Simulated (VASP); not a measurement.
Runs of VASP 6.6.1 on Mg. The structure is that of space group Im-3m (No. 229), or close to it. The cells are those of the table. This isn't the form of Mg at room conditions, which is hcp.

```tsv
cell	gap on the mesh (eV)	pressure (GPa)
a = 2.540 Å, angles 109.7, 109.7, 108.9°, 1 atom	none	66.2
a = 2.609 Å, angles 108.7, 108.7, 111.1°, 1 atom	none	49.0
a = 2.566 Å, angles 109.7, 109.7, 108.9°, 1 atom	none	59.2
a = 2.506 Å, angles 110.3, 110.3, 107.8°, 1 atom	none	(a)
a = 2.540 Å, angles 108.9, 108.9, 110.6°, 1 atom	none	66.2
```

Alike in all rows: task single point; level PBEsol; potentials or basis VASP PAW PBE potentials, release 64 (Mg); no spin polarisation; k mesh 16 × 16 × 16; cutoff (eV) 520; smearing fermi-dirac 0.05 eV.

**Question.** Fill in the values left out.

**Answer.** (a) 76.8.

Caveats: the cell stands under pressure; the PAW data sets were made with another functional, which shifts forces and pressure a little.

A gap of «none» marks levels without a gap at the run's occupations.
